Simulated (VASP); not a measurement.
Set up this calculation in VASP 6.6.1, as the native input.

| Item | Value |
| --- | --- |
| Task | single point |
| Functional | r2SCAN |
| Potentials or basis | VASP PAW PBE potentials, release 64 (Si, C) |
| Cutoff | 520 eV |
| k mesh | 8 × 8 × 3 |
| Occupations | gaussian, width 0.05 eV |
| Spin | no spin polarisation |
| Dipole correction | no |
| Further INCAR settings | ALGO = Normal; EDIFF = 1e-07; NBANDS = 26 |

The system is SiC.

```
Si C
1.0
    -3.07600    0.00000    0.00000
    -1.53800   -2.66389    0.00000
     0.00000    0.00000   10.09600
Si C
4 4
Direct
  0.33333 0.33333 0.00000
  0.33333 0.33333 0.50000
  0.66667 0.66667 0.25000
  0.66667 0.66667 0.75000
  0.33333 0.33333 0.19250
  0.33333 0.33333 0.69250
  0.66667 0.66667 0.44250
  0.66667 0.66667 0.94250
```

The input as run:

POSCAR

```
SiC
1.0
   -3.0759982064      0.0000000000      0.0000000000
   -1.5379991032     -2.6638925888      0.0000000000
    0.0000000000      0.0000000000     10.0960000000
Si C
4 4
Direct
    0.3333333333      0.3333333333      0.0000000000
    0.3333333333      0.3333333333      0.5000000000
    0.6666666667      0.6666666667      0.2500000000
    0.6666666667      0.6666666667      0.7500000000
    0.3333333333      0.3333333333      0.1925000000
    0.3333333333      0.3333333333      0.6925000000
    0.6666666667      0.6666666667      0.4425000000
    0.6666666667      0.6666666667      0.9425000000
```

INCAR.step1

```
SYSTEM = SiC
ALGO = Normal ; EDIFF = 1E-4
ENCUT = 520 ; GGA = PE
ISMEAR = 0 ; LASPH = .TRUE.
LCHARG = .FALSE. ; LREAL = .FALSE.
LWAVE = .TRUE. ; NBANDS = 26
NELM = 80 ; PREC = Accurate
SIGMA = 0.05
```

INCAR.step2

```
SYSTEM = SiC
ALGO = Normal ; EDIFF = 1E-7
ENCUT = 520 ; ISIF = 2
ISMEAR = 0 ; ISTART = 1
LASPH = .TRUE. ; LCHARG = .TRUE.
LELF = .TRUE. ; LMIXTAU = .TRUE.
LREAL = .FALSE. ; LVHAR = .TRUE.
LWAVE = .FALSE. ; METAGGA = R2SCAN
NBANDS = 26 ; NELM = 80
PREC = Accurate ; SIGMA = 0.05
```

KPOINTS

```
k-points
0
G
  8 8 3
  0 0 0
```

Potentials or basis: VASP PAW PBE potentials, release 64 (Si, C).

Launch:

```console
$ cat potpaw_PBE.64/Si/POTCAR potpaw_PBE.64/C/POTCAR > POTCAR
$ cp INCAR.step1 INCAR
$ mpirun -np 1 vasp_std > vasp.out
$ cp INCAR.step2 INCAR
$ mpirun -np 1 vasp_std > vasp.out
```

Results of the run:

The pressure is 0.0 GPa. The largest force is 0.770 eV/Å and the band gap on the k mesh is 2.96 eV.

Caveat: the PAW data sets were made with another functional, which shifts forces and pressure a little.

It took 3.3 min on 1 thread of Intel(R) Xeon(R) Platinum 8375C CPU @ 2.90GHz (Ice Lake) (shared host), peak memory 0.21 GiB.
